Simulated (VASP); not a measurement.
Here is a VASP 6.6.1 calculation.

POSCAR

```
ZrC
1.0
    0.0000000000      2.4023142700      2.4023142700
    2.4023142700      0.0000000000      2.4023142700
    2.4023142700      2.4023142700      0.0000000000
Zr C
1 1
Direct
    0.5000000000      0.5000000000      0.5000000000
    0.0000000000      0.0000000000      0.0000000000
```

Contents of INCAR.step1:

```
SYSTEM = ZrC
ALGO     = Normal         ! electronic algorithm
EDIFF    = 1E-4           ! SCF threshold, eV
ENCUT    = 520            ! plane-wave cutoff, eV
GGA      = PE             ! functional
ISMEAR   = -1             ! smearing method
LASPH    = .TRUE.         ! aspherical terms in the spheres
LCHARG   = .FALSE.        ! write CHGCAR
LREAL    = .FALSE.        ! projectors in reciprocal space
LWAVE    = .TRUE.         ! write WAVECAR
NBANDS   = 15             ! bands
NELM     = 60             ! most SCF steps
PREC     = Accurate       ! precision mode
SIGMA    = 0.1            ! smearing width, eV
```

INCAR.step2

```
SYSTEM = ZrC
ALGO     = Normal         ! electronic algorithm
EDIFF    = 1E-7           ! SCF threshold, eV
ENCUT    = 520            ! plane-wave cutoff, eV
ISIF     = 2              ! what is computed and relaxed
ISMEAR   = -1             ! smearing method
ISTART   = 1            
LASPH    = .TRUE.         ! aspherical terms in the spheres
LCHARG   = .FALSE.        ! write CHGCAR
LMIXTAU  = .TRUE.       
LREAL    = .FALSE.        ! projectors in reciprocal space
LWAVE    = .FALSE.        ! write WAVECAR
METAGGA  = R2SCAN         ! meta-GGA
NBANDS   = 15             ! bands
NELM     = 60             ! most SCF steps
PREC     = Accurate       ! precision mode
SIGMA    = 0.1            ! smearing width, eV
```

Contents of KPOINTS:

```
k-points
0
G
  12 12 12
  0 0 0
```

Potentials or basis: VASP PAW PBE potentials, release 64 (Zr_sv, C).

Command:

```bash
$ cat potpaw_PBE.64/Zr_sv/POTCAR potpaw_PBE.64/C/POTCAR > POTCAR
$ cp INCAR.step1 INCAR
$ mpirun -np 1 vasp_std > vasp.out
$ cp INCAR.step2 INCAR
$ mpirun -np 1 vasp_std > vasp.out
```

Q: What does it give for the pressure?

A: -11.8 GPa.

Q: Estimate the band gap on the k mesh.

A: Zero (band 8 reaches 9.82 eV, above the bottom of band 9 at 8.59 eV).

Caveat: the PAW data sets were made with another functional, which shifts forces and pressure a little.
